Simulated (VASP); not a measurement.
# HfB: single point with PBEsol

HfB:

```xyz
2
Lattice="0.0000 2.4177 2.4177 2.4177 0.0000 2.4177 2.4177 2.4177 0.0000" Properties=species:S:1:pos:R:3 pbc="T T T"
Hf    2.4177    2.4177    2.4177
B     0.0000    0.0000    0.0000
```

This cell differs from its parent crystal: volume scaled by 1.03.

```yaml
Program: VASP 6.6.1
Task: single point
Functional: PBEsol
Potentials_or_basis: VASP PAW PBE potentials, release 64 (Hf_pv, B)
Cutoff: 520 eV
k_mesh: 16 × 16 × 16
Occupations: gaussian, width 0.1 eV
Spin: no spin polarisation
```

The pressure is -4.9 GPa.

Levels at points of the mesh, in eV from the Fermi level:
```csv
k point,band 5,band 6,band 7,band 8,band 9,band 10
"(0.00, 0.00, 0.00)",2.00,2.00,2.00,3.61,3.61,3.61
"(0.50, 0.00, 0.00)",-4.42,-1.15,-1.15,5.62,5.62,6.44
"(0.50, 0.50, 0.00)",-1.24,-0.82,1.96,1.96,5.37,6.74
```

It took 22 s on 1 thread of Intel(R) Xeon(R) 6975P-C (Granite Rapids), on a shared host, peak memory 0.19 GiB.

Caveat: the PAW data sets were made with another functional, which shifts forces and pressure a little; spin-orbit coupling is left out, which moves the levels of the heavy elements.
